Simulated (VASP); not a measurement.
Wanted: the native input for a VASP 6.6.1 run.

```
Task                   : single point
Functional             : PBE
Potentials or basis    : VASP PAW PBE potentials, release 64 (Ag)
Cutoff                 : 520 eV
k mesh                 : 19 × 19 × 19
Occupations            : fermi-dirac, width 0.08 eV
Spin                   : no spin polarisation
Dipole correction      : no
Further INCAR settings : ALGO = Normal; EDIFF = 1e-06; NBANDS = 12
```

The structure of Ag lies in POSCAR:

```
Ag
1.0
   -1.4532880045      1.4532880045      1.4532880045
    1.4532880045     -1.4532880045      1.4532880045
    1.4532880045      1.4532880045     -1.4532880045
Ag
1
Direct
    0.0000000000      0.0000000000      0.0000000000
```

This isn't the form of Ag at room conditions, which is fcc.

One way to write it, as run:

INCAR

```
SYSTEM = Ag
PREC = Accurate
ENCUT = 520
EDIFF = 1E-6
ISMEAR = -1
SIGMA = 0.08
LREAL = .FALSE.
LASPH = .TRUE.
NELM = 80
ALGO = Normal
ISIF = 2
LWAVE = .FALSE.
LCHARG = .FALSE.
GGA = PE
NBANDS = 12
```

KPOINTS

```
Automatic mesh
0
G
  19 19 19
  0 0 0
```

Potentials or basis: VASP PAW PBE potentials, release 64 (Ag).

Run with:

```console
$ cat potpaw_PBE.64/Ag/POTCAR > POTCAR
$ mpirun -np 1 vasp_std > vasp.out
```

Results of the run:

- Pressure: 99.1 GPa
- Band gap on the k mesh: zero (an odd number of electrons rules out a gap without spin polarisation)

Caveat: the cell stands under pressure.

Run time: 33 s on 1 thread of Intel Xeon 8259CL (shared host), peak memory 0.15 GiB.
